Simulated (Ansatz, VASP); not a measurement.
EuS: VASP beside Ansatz

```
Eu S
1.0
     0.00000    2.97850    2.97850
     2.97850    0.00000    2.97850
     2.97850    2.97850    0.00000
Eu S
1 1
Direct
  0.50000 0.50000 0.50000
  0.00000 0.00000 0.00000
```

Alike in both runs: task single point; functional PBE; k mesh 8 × 8 × 8; occupations gaussian, width 0.05 eV; collinear spin; Hubbard terms Eu f U = 5.0 eV.

|  | VASP | Ansatz |
| --- | --- | --- |
| version | VASP 6.6.1 | Ansatz 0.2.0 |
| potentials or method | VASP PAW PBE potentials, release 64 (Eu, S), cutoff 600 eV | scalar-relativistic, plane waves, PAW |
| valence electrons in the cell | 23 | 23 |

|  | VASP | Ansatz | Ansatz less VASP |
| --- | --- | --- | --- |
| gap on the k mesh at the Fermi level (eV) | 0.15 | 0.46 | +0.310 |
| least direct gap on the mesh (eV) | 0.38 | 0.81 | +0.424 |
| pressure (GPa) | 0.6 | 0.5 | -0.17 |
| net moment per atom (μB) | 3.50 | 3.50 | 0.000 |
| size of the moment on the site where the two differ most (μB) | 6.71 | 6.86 | +0.149 |

Site moments also hang on the region over which each program counts them. The programs project onto different local orbitals, so the same U acts differently, and such runs can settle in different states.

Spin-orbit coupling is off throughout.
